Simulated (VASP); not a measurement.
# B2C (Cmmm) in VASP: relaxation of cell and atoms with PBE

Aim: the relaxation of cell and atoms of B2C with PBE.

All numbers are computed with VASP 6.6.1; they aren't measurements. Logs are shortened: lines on timing, memory, paths and dates and some standing lists are left out, and cuts for length are marked.

### Step 1. The cell of the first run

It takes space group Cmmm (No. 65, orthorhombic). The conventional cell has a = 2.583 Å, b = 7.651 Å, c = 3.412 Å, α = 90.00°, β = 90.00°, γ = 90.00°. B (site symmetry mm2) has 2 C at 1.55 Å and 2 B at 1.68 to 1.73 Å within 2.1 Å. C (site symmetry mmm) has 4 B at 1.55 Å within 2.1 Å.

The cell was generated, and may not be a known phase.

### Step 2. Relaxation of cell and atoms, PBE

The input, INCAR:

```
SYSTEM = B2C
PREC = Accurate ; ENCUT = 600
EDIFF = 1E-7 ; ISMEAR = 0
SIGMA = 0.1 ; LREAL = .FALSE.
LASPH = .TRUE. ; NELM = 60
ALGO = Normal ; ISIF = 3
LWAVE = .FALSE. ; LCHARG = .FALSE.
GGA = PE ; IBRION = 2
NSW = 100 ; EDIFFG = -0.01
```

The input, KPOINTS:

```
regular mesh
0
G
  14 14 10
  0 0 0
```

The input, POSCAR:

```
B2C
1.0
    1.2914542175     -3.8257342914      0.0000000000
    1.2914542175      3.8257342914      0.0000000000
    0.0000000000      0.0000000000      3.4118840880
B C
2 1
Direct
    0.5000000000      0.5000000000      0.2466756766
    0.5000000000      0.5000000000      0.7533243234
    0.0000000000      0.0000000000      0.5000000000
```

Potentials or basis: VASP PAW PBE potentials, release 64 (B, C).

Started as:

```sh
$ cat potpaw_PBE.64/B/POTCAR potpaw_PBE.64/C/POTCAR > POTCAR
$ mpirun -np 1 vasp_std > vasp.out
```

OUTCAR:

```text
SYSTEM = B2C
   PREC = Accurate
   ENCUT = 600
   EDIFF = 1E-7
   ISMEAR = 0
   LREAL = .FALSE.
   LASPH = .TRUE.
   NELM = 60
   ISIF = 3
   GGA = PE
   IBRION = 2
   NSW = 100
   EDIFFG = -0.01

 ion  position               nearest neighbor table
   1  0.500  0.500  0.247-   3 1.55   3 1.55   2 1.68   2 1.73
   2  0.500  0.500  0.753-   3 1.55   3 1.55   1 1.68   1 1.73
   3  0.000  0.000  0.500-   1 1.55   2 1.55   1 1.55   2 1.55

  LATTYP: Found a base centered orthorhombic cell.
 ALAT       =     2.5829084350
 B/A-ratio  =     2.9623460434
 C/A-ratio  =     1.3209465894

  Lattice vectors:

 A1 = (   1.2914542175,  -3.8257342914,   0.0000000000)
 A2 = (   1.2914542175,   3.8257342914,   0.0000000000)
 A3 = (   0.0000000000,   0.0000000000,   3.4118840880)

Analysis of symmetry for initial positions (statically):
=====================================================================
 Subroutine PRICEL returns:
 Original cell was already a primitive cell.

 Routine SETGRP: Setting up the symmetry group for a
 base centered orthorhombic supercell.

 Subroutine GETGRP returns: Found  8 space group operations
 (whereof  8 operations were pure point group operations)
 out of a pool of  8 trial point group operations.

The static configuration has the point symmetry D_2h.

Analysis of symmetry for dynamics (positions and initial velocities):
=====================================================================
 Subroutine PRICEL returns:
 Original cell was already a primitive cell.

 Routine SETGRP: Setting up the symmetry group for a
 base centered orthorhombic supercell.

 Subroutine GETGRP returns: Found  8 space group operations
 (whereof  8 operations were pure point group operations)
 out of a pool of  8 trial point group operations.

The dynamic configuration has the point symmetry D_2h.

 Subroutine INISYM returns: Found  8 space group operations
 (whereof  8 operations are pure point group operations),
 and found     1 'primitive' translations

----------------------------------------------------------------------------------------

                                     Primitive cell

  volume of cell :      33.7146

  direct lattice vectors                    reciprocal lattice vectors
     1.291454217 -3.825734291  0.000000000     0.387160453 -0.130693865  0.000000000
[... 97 lines left out ...]
   TEBEG  =    0.0;   TEEND  =   0.0 temperature during run
   PSTRESS=    0.0 pullay stress
   NELECT =      10.0000    total number of electrons
   NUPDOWN=      -1.0000    fix difference up-down
   EMIN   =  10.00;   EMAX   =-10.00  energy-range for DOS
   EFERMI =   0.00;   METHOD = LEGACY
   ISMEAR =     0;   SIGMA  =   0.10  broadening in eV -4-tet -1-fermi 0-gaus
   EFERMI_NEDOS =   21; number of points for ismear=-14 and -15
   IALGO  =     38    algorithm
   IMIX   =      4    mixing-type and parameters
     AMIX     =   0.40;   BMIX     =  1.00
     AMIX_MAG =   1.60;   BMIX_MAG =  1.00
  volume/ion in A,a.u.               =      11.24        75.84
  Fermi-wavevector in a.u.,A,eV,Ry     =   1.091781  2.063167 16.217946  1.191985
  Thomas-Fermi vector in A             =   2.228033
   LORBIT       =      0    0 simple, 1 ext, 2 COOP (PROOUT), +10 PAW based schemes
   GGA     = PE    functional components
   LHFCALC =     F    Hartree Fock is set to
   AEXX    =    0.0000 exact exchange contribution
   IVDW    =     0    specifies the selected vdW correction
   LEPSILON=     F    determine dielectric tensor
   LRPA    =     F    only Hartree local field effects (RPA)
 conjugate gradient relaxation of ions
 non-spin polarized calculation
 Gauss-broadening in eV      SIGMA  =   0.10
  energy-cutoff  :      600.00
  volume of cell :       33.71
 maximum number of plane-waves:      1156
   NGX = 17   NGY = 17   NGZ = 13

--------------------------------------- Ionic step        1  -------------------------------------------

 number of electron      10.0000000 magnetization

 Free energy of the ion-electron system (eV)
  ---------------------------------------------------
  ext. energy  EPLUGINS =         0.00000000
  ---------------------------------------------------
  free energy    TOTEN  =       -21.22328142 eV

  energy without entropy =      -21.22139223  energy(sigma->0) =      -21.22233683

------------------------ aborting loop because EDIFF is reached ----------------------------------------

  FORCE on cell =-STRESS in cart. coord.  units (eV):
  Direction    XX          YY          ZZ          XY          YZ          ZX
  --------------------------------------------------------------------------------------
  -------------------------------------------------------------------------------------
  Total       -0.4096266      0.0294227      0.6525224      0.0000000      0.0000000      0.0000000
  in kB      -19.4661759      1.3982202     31.0090107      0.0000000      0.0000000      0.0000000
  external PRESSURE =       4.3136850 kB  Pullay stress =       0.0000000 kB
[... 135 lines left out ...]
--------------------------------------- Ionic step        5  -------------------------------------------

 number of electron      10.0000001 magnetization

 Free energy of the ion-electron system (eV)
  ---------------------------------------------------
  ext. energy  EPLUGINS =         0.00000000
  ---------------------------------------------------
  free energy    TOTEN  =       -21.22746120 eV

  energy without entropy =      -21.22573227  energy(sigma->0) =      -21.22659674

 E-fermi :   2.4400     XC(G=0):  -9.0571

 val. band max:        2.4316680000   @ k =   0.5000   0.2857   0.5000
 cond. band min:       2.4503795981   @ k =  -0.2857   0.2857   0.4000
 fundamental gap:      0.0187115981
 Fermi energy:         2.4400272416

 k-point     1 :       0.0000    0.0000    0.0000
  band No.  band energies     occupation
      1     -13.8147      2.00000
      2      -3.4557      2.00000
      3      -2.6574      2.00000
      4      -2.2723      2.00000
      5      -1.9863      2.00000
      6       6.4582      0.00000
      7       8.9250      0.00000
      8       9.2408      0.00000
      9      10.2101      0.00000
[... 265 lines left out ...]
 k-point    24 :       0.2857    0.1429    0.0000
  band No.  band energies     occupation
      1     -10.9678      2.00000
      2      -8.6973      2.00000
      3      -1.8465      2.00000
      4      -1.7762      2.00000
      5       0.9420      2.00000
      6       2.6898      0.00041
      7       7.7222      0.00000
      8       8.6808      0.00000
      9      10.4352      0.00000

 [... further k-points ...]
[... 5 lines left out ...]
  --------------------------------------------------------------------------------------
  -------------------------------------------------------------------------------------
  Total        0.0285831      0.0081548      0.0191338      0.0000000      0.0000000      0.0000000
  in kB        1.3555835      0.3867513      0.9074410      0.0000000      0.0000000      0.0000000
  external PRESSURE =       0.8832586 kB  Pullay stress =       0.0000000 kB
[... 18 lines left out ...]
  FREE ENERGIE OF THE ION-ELECTRON SYSTEM (eV)
  ---------------------------------------------------
  free  energy   TOTEN  =       -21.2274612044 eV

  energy  without entropy=      -21.2257322677  energy(sigma->0) =      -21.22659674

 reached required accuracy - stopping structural energy minimisation
```

Wall time 5.5 min (1 thread of AMD EPYC 7R13 (Zen 3), shared host); peak memory 0.25 GiB.

Results:

* Free energy: -21.2275 eV
* Relaxed volume: 11.26 Å³/atom
* Relaxed cell: a = 4.037 Å, b = 4.037 Å, c = 3.433 Å, α = 90.00°, β = 90.00°, γ = 142.86°
* Space group after relaxing (to 0.1 Å): Cmmm (No. 65)
* Energy gained by relaxing: 1.4 meV/atom
* Ionic steps: 5
* Pressure after relaxing: 0.1 GPa
* Largest force after relaxing: 0.005 eV/Å
* Band gap on the k mesh: zero (bands 5 and 6 overlap by 1.54 eV)

Forces on the atoms (eV/Å):
```
B    0.000  0.000  0.005
B    0.000  0.000 -0.005
C    0.000  0.000  0.000
```

Step by step:
| step | energy change (eV) | largest force (eV/Å) | pressure (GPa) | volume (Å³) |
| --- | --- | --- | --- | --- |
| 1 | 0.0000 | 0.2669 | 0.43 | 33.71 |
| 2 | 0.0009 | 0.4847 | -0.55 | 33.86 |
| 3 | -0.0038 | 0.1013 | -0.05 | 33.78 |
| 4 | -0.0036 | 0.1144 | 0.27 | 33.78 |
| 5 | -0.0042 | 0.0052 | 0.09 | 33.78 |

Final structure:
```
B C
1.0
     1.28566   -3.82691    0.00000
     1.28566    3.82691    0.00000
     0.00000    0.00000    3.43313
B C
2 1
Cartesian
  1.2857 0.0000 0.8421
  1.2857 0.0000 2.5910
  0.0000 0.0000 1.7166
```

Levels at points of the mesh, in eV from the Fermi level:
| k point | band 2 | band 3 | band 4 | band 5 | band 6 | band 7 | band 8 | band 9 |
| --- | --- | --- | --- | --- | --- | --- | --- | --- |
| (0.00, 0.00, 0.00) | -5.90 | -5.10 | -4.71 | -4.43 | 4.02 | 6.48 | 6.80 | 7.77 |
| (0.50, 0.00, 0.00) | -12.14 | -4.25 | -4.09 | -0.92 | -0.61 | 5.18 | 6.00 | 8.02 |
| (0.50, 0.50, 0.00) | -6.44 | -5.68 | -4.60 | -4.45 | 5.37 | 5.38 | 7.43 | 8.74 |
| (0.00, 0.00, 0.50) | -9.95 | -3.91 | -3.88 | 0.90 | 1.48 | 5.10 | 5.59 | 7.18 |
| (0.50, 0.00, 0.50) | -11.72 | -6.78 | -5.29 | -0.15 | 1.58 | 2.46 | 9.06 | 10.66 |
| (0.50, 0.50, 0.50) | -9.70 | -4.98 | -3.90 | -1.01 | 1.53 | 5.04 | 6.73 | 9.96 |
